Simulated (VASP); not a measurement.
A run of VASP 6.6.1 is set up as follows.

Contents of INCAR:

```
ALGO = Normal
EDIFF = 1E-6
ENCUT = 520
ISIF = 2
ISMEAR = 1
LASPH = T
LCHARG = F
LREAL = F
LWAVE = F
NBANDS = 8
NELM = 60
PREC = Accurate
SIGMA = 0.05
```

The input KPOINTS:

```
k-points
0
Gamma
  8 8 8
```

Contents of POSCAR:

```
Al
1.0
    0.0000000000      1.9930702885      1.9930702885
    1.9930702885      0.0000000000      1.9930702885
    1.9930702885      1.9930702885      0.0000000000
Al
1
Direct
    0.0000000000      0.0000000000      0.0000000000
```

Potentials or basis: VASP PAW LDA potentials, release 64 (Al).

The run is started by

```bash
$ cat potpaw_LDA.64/Al/POTCAR > POTCAR
$ mpirun -np 1 vasp_std > vasp.out
```

Predict the pressure.

0.1 GPa.
